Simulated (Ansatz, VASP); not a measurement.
## BaTiO3 in VASP and in Ansatz

```
Ba Ti O
1.0
     4.01925    0.00000    0.00000
     0.00000    4.01925    0.02010
     0.00000    0.02010    4.01925
Ba Ti O
1 1 3
Direct
  0.50000 0.50000 0.50000
  0.00000 0.00000 0.00000
  0.50000 0.00000 0.00000
  0.00000 0.50000 0.00000
  0.00000 0.00000 0.50000
```

Change from the starting cell: strain +0.0100 x Voigt [0, 0, 0, 1, 0, 0], atoms carried along.

Alike in both runs: task single point; functional PBE; k mesh 8 × 8 × 8; occupations gaussian, width 0.05 eV; no spin polarisation.

|  | VASP | Ansatz |
| --- | --- | --- |
| version | VASP 6.6.1 | Ansatz 0.2.0 |
| potentials or method | VASP PAW PBE potentials, release 64 (Ba_sv, Ti_sv, O), cutoff 520 eV | scalar-relativistic, plane waves, PAW |
| valence electrons in the cell | 40 | 40 |

```csv
,VASP,Ansatz,Ansatz less VASP
gap on the k mesh at the Fermi level (eV),1.70,1.76,+0.062
least direct gap on the mesh (eV),1.83,1.86,+0.025
pressure (GPa),1.7,0.0,-1.71
"traceless stress, the component that is largest in VASP (GPa)",-1.23,-1.19,+0.034
```

Spin-orbit coupling is off throughout.
